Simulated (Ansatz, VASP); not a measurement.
# Two plane-wave programs on Zr

Contents of INCAR:

```
SYSTEM = Zr
PREC = Accurate ; ENCUT = 600
EDIFF = 1E-6 ; ISMEAR = 0
SIGMA = 0.1 ; LREAL = .False.
LASPH = .True. ; NELM = 100
ALGO = Fast ; ISIF = 3
LWAVE = .False. ; LCHARG = .False.
GGA = PE ; IBRION = 2
NSW = 100 ; EDIFFG = -0.005
```

The input KPOINTS:

```
regular mesh
0
Gamma
  15 15 8
  0 0 0
```

Contents of POSCAR:

```
Zr
1.0
    3.2320000000      0.0000000000      0.0000000000
   -1.6160000000      2.7989941050      0.0000000000
    0.0000000000      0.0000000000      5.1470000000
Zr
2
Direct
    0.3333333333      0.6666666667      0.2500000000
    0.6666666667      0.3333333333      0.7500000000
```

Input for Ansatz:

```yaml
crystal:
  lattice:
    - [3.232, 0.0, 0.0]
    - [-1.616, 2.798994105, 0.0]
    - [0.0, 0.0, 5.147]
  atoms:
    - { symbol: Zr, position: [0.3333333333, 0.6666666667, 0.25] }
    - { symbol: Zr, position: [0.6666666667, 0.3333333333, 0.75] }
basis:
  ecutwfc: 420
kpoints:
  mp_grid: { grid: [15, 15, 8] }
hamiltonian:
  xc: pbe
scf:
  occupations: { method: gaussian, width: 0.1 }
output:
  forces: true
  stress: true
  eigenvalues: true
relax:
  adjacent_minimum: "off"
  f_tol: 0.005
  max_steps: 80
  cell: { stress_tol: 0.05 }
```

Alike in both runs: task relaxation of cell and atoms; functional PBE; k mesh 15 × 15 × 8; occupations gaussian, width 0.1 eV; no spin polarisation.

|  | VASP | Ansatz |
| --- | --- | --- |
| version | VASP 6.6.1 | Ansatz 0.2.0 |
| potentials or method | VASP PAW PBE potentials, release 64 (Zr_sv), cutoff 600 eV | scalar-relativistic, plane waves, PAW |
| valence electrons in the cell | 24 | 24 |

|  | VASP | Ansatz | Ansatz less VASP |
| --- | --- | --- | --- |
| gap on the k mesh at the Fermi level, each at its own relaxed structure (eV) | none | none | - |
| relaxed volume (Å³/atom) | 23.40 | 23.39 | -0.004 |
| relaxed length of the cell vector where the two differ most in proportion (Å) | 3.233 | 3.233 | -0.0002 |

A gap of «none» marks a metal or a gap that the smearing closes.
